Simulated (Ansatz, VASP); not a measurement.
## Be3CdS2 in VASP and in Ansatz

```
Be Cd S
1.0
     5.22497    0.00000    0.00000
     0.00000    5.22497    0.00000
     0.00000    0.00000    3.91966
Be Cd S
3 1 2
Direct
  0.00000 0.00000 0.00000
  0.00000 0.50000 0.50000
  0.50000 0.00000 0.50000
  0.50000 0.50000 0.00000
  0.00000 0.50000 0.00000
  0.50000 0.00000 0.00000
```

Alike in both runs: functional PBE; k mesh 8 × 8 × 10; occupations gaussian, width 0.1 eV; no spin polarisation.

Ansatz relaxed the structure, and its values are those at the end. VASP's run is a single point on that final structure, the one shown.

|  | VASP | Ansatz |
| --- | --- | --- |
| version | VASP 6.6.1 | Ansatz 0.2.0 |
| potentials or method | VASP PAW PBE potentials, release 64 (Be, Cd, S), cutoff 600 eV | scalar-relativistic, plane waves, PAW |
| valence electrons in the cell | 30 | 38 |

```tsv
	VASP	Ansatz	Ansatz less VASP
gap on the k mesh at the Fermi level (eV)	none	none	-
pressure (GPa)	0.2	0.0	-0.15
```

A gap of «none» marks a metal or a gap that the smearing closes. VASP's potentials hold 30 valence electrons a cell and Ansatz's 38, so a difference there can come from the potentials and not from the codes.
